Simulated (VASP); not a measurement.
Wanted: the native input for a VASP 6.6.1 run.

| Item | Value |
| --- | --- |
| Task | single point |
| Functional | LDA |
| Potentials or basis | VASP PAW LDA potentials, release 64 (Ti_sv, C) |
| Cutoff | 520 eV |
| k mesh | 9 × 9 × 1 |
| Occupations | gaussian, width 0.1 eV |
| Spin | no spin polarisation |
| Dipole correction | yes |
| Further INCAR settings | ALGO = Normal; EDIFF = 1e-07; NBANDS = 34 |

The structure of Ti4C lies in POSCAR:

```
Ti4C
1.0
    2.8641158382      0.0000000000      0.0000000000
   -1.4320579191      2.4803970752      0.0000000000
    0.0000000000      0.0000000000     22.2412393510
Ti C
4 1
Direct
    0.6666666667      0.3333333334      0.1798460930
    0.3333333333      0.6666666667      0.2818047761
    0.6666666667      0.3333333334      0.3878689313
    0.0097164837      0.5048582419      0.5086690802
    0.6666666667      0.8333333334      0.5481597745
```

One way to write it, as run:

INCAR

```
  PREC = Accurate
  ENCUT = 520
  EDIFF = 1E-7
  ISMEAR = 0
  SIGMA = 0.1
  LREAL = F
  LASPH = T
  NELM = 60
  ALGO = Normal
  ISIF = 2
  LWAVE = F
  LCHARG = F
  LDIPOL = T
  IDIPOL = 3
  DIPOL = 0.5 0.5 0.381
  NBANDS = 34
```

KPOINTS

```
Automatic mesh
0
Gamma
  9 9 1
```

Potentials or basis: VASP PAW LDA potentials, release 64 (Ti_sv, C).

Command:

```bash
$ cat potpaw_LDA.64/Ti_sv/POTCAR potpaw_LDA.64/C/POTCAR > POTCAR
$ mpirun -np 1 vasp_std > vasp.out
```

Results of the run:

```json
{
  "Largest force": "0.532 eV/Å",
  "Band gap on the k mesh": "zero (band 26 reaches 1.05 eV, above the bottom of band 27 at 0.36 eV)"
}
```

Run time: 4.8 min on 1 thread of Intel(R) Xeon(R) Platinum 8124M CPU @ 3.00GHz (Skylake/Cascade Lake) (shared host), peak memory 0.3 GiB.
